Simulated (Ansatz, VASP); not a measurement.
Mn3Si: VASP beside Ansatz

```
CELL_PARAMETERS angstrom
0.00000 2.58779 2.58779
2.58779 0.00000 2.58779
2.58779 2.58779 0.00000
ATOMIC_POSITIONS crystal
Mn 0.50000 0.50000 0.50000
Mn 0.25000 0.25000 0.25000
Mn 0.75000 0.75000 0.75000
Si 0.00000 0.00000 0.00000
```

Change from the starting cell: volume scaled by 0.74, no spin polarisation, PAW files.

Alike in both runs: task single point; functional LDA; k mesh 10 × 10 × 10; occupations fermi-dirac, width 0.05 eV; no spin polarisation.

```csv
,VASP,Ansatz
version,VASP 6.6.1,Ansatz 0.2.0
potentials or method,"VASP PAW LDA potentials, release 64 (Mn_pv, Si)","PAW with Ansatz's default frozen-core files, scalar-relativistic"
plane-wave cutoff (eV),520,420
valence electrons in the cell,43,49
```

```tsv
	VASP	Ansatz	Ansatz less VASP
pressure (GPa)	72.6	71.1	-1.44
```

LDA's correlation is that of Perdew and Zunger in VASP and of Perdew and Wang (1992) in Ansatz. Both programs put the cell under a high pressure, so it lies far from rest at this level. VASP's potentials hold 43 valence electrons a cell and Ansatz's 49, so a difference there can come from the potentials and not from the codes.

Noted on VASP's run: the cell as given lies far from equilibrium.
